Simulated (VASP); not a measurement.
Here is a VASP 6.6.1 calculation.

INCAR

```
SYSTEM = Rh
PREC = Accurate
ENCUT = 520
EDIFF = 1E-6
ISMEAR = 0
SIGMA = 0.15
LREAL = .False.
LASPH = .True.
NELM = 60
ALGO = Fast
ISIF = 2
LWAVE = .False.
LCHARG = .False.
GGA = PE
NBANDS = 22
```

KPOINTS

```
regular mesh
0
Gamma
  24 24 14
  0 0 0
```

File POSCAR:

```
Rh
1.0
    2.8882764708      0.0000000000      0.0000000000
   -1.4441382354      2.5013207969      0.0000000000
    0.0000000000      0.0000000000      4.3848426969
Rh
2
Direct
    0.6666666667      0.3333333333      0.7500000000
    0.3333333333      0.6666666667      0.2500000000
```

Potentials or basis: VASP PAW PBE potentials, release 64 (Rh_pv).

Launch:

```bash
$ cat potpaw_PBE.64/Rh_pv/POTCAR > POTCAR
$ mpirun -np 1 vasp_std > vasp.out
```

(1) Estimate the band gap on the k mesh.

(2) Predict the pressure.

Answers

(1) zero (band 15 reaches 9.99 eV, above the bottom of band 16 at 8.26 eV).

(2) -20.8 GPa.

Caveat: the cell differs from its parent crystal (strain +0.0600 x Voigt [1, 1, 0, 0, 0, 0]).
